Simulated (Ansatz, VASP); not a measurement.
**One calculation of Zn3GeN, two programs**

```
Zn Ge N
1.0
     3.67633    0.00000    0.00000
     0.00000    3.67633    0.00000
     0.00000    0.00000    5.89881
Zn Ge N
3 1 1
Cartesian
  0.0000 1.8382 2.9271
  1.8382 1.8382 5.8057
  1.8382 0.0000 2.9271
  0.0000 0.0000 0.8606
  1.8382 1.8382 3.8347
```

Change from the starting cell: species swapped into the PrBPt3 type (P4mm, No. 99).

Alike in both runs: functional PBE; k mesh 10 × 10 × 6; occupations gaussian, width 0.1 eV; no spin polarisation.

Ansatz relaxed the structure, and its values are those at the end. VASP's run is a single point on that final structure, the one shown.

|  | VASP | Ansatz |
| --- | --- | --- |
| version | VASP 6.6.1 | Ansatz 0.2.0 |
| potentials or method | VASP PAW PBE potentials, release 64 (Zn, Ge_d, N), cutoff 520 eV | scalar-relativistic, plane waves, PAW |
| valence electrons in the cell | 55 | 55 |

Ansatz gave:

```
gap on the k mesh at the Fermi level (eV) : none
pressure (GPa)                            : 0.0
rms of the force components (eV/Å)        : 0.002
```

Problem. What did VASP give for the same quantities?

Solution. gap on the k mesh at the Fermi level (eV): none; pressure (GPa): 0.4; rms of the force components (eV/Å): 0.018.

A gap of «none» marks a metal or a gap that the smearing closes. With one functional, cell and mesh, what is left measures potentials, basis and numerics.
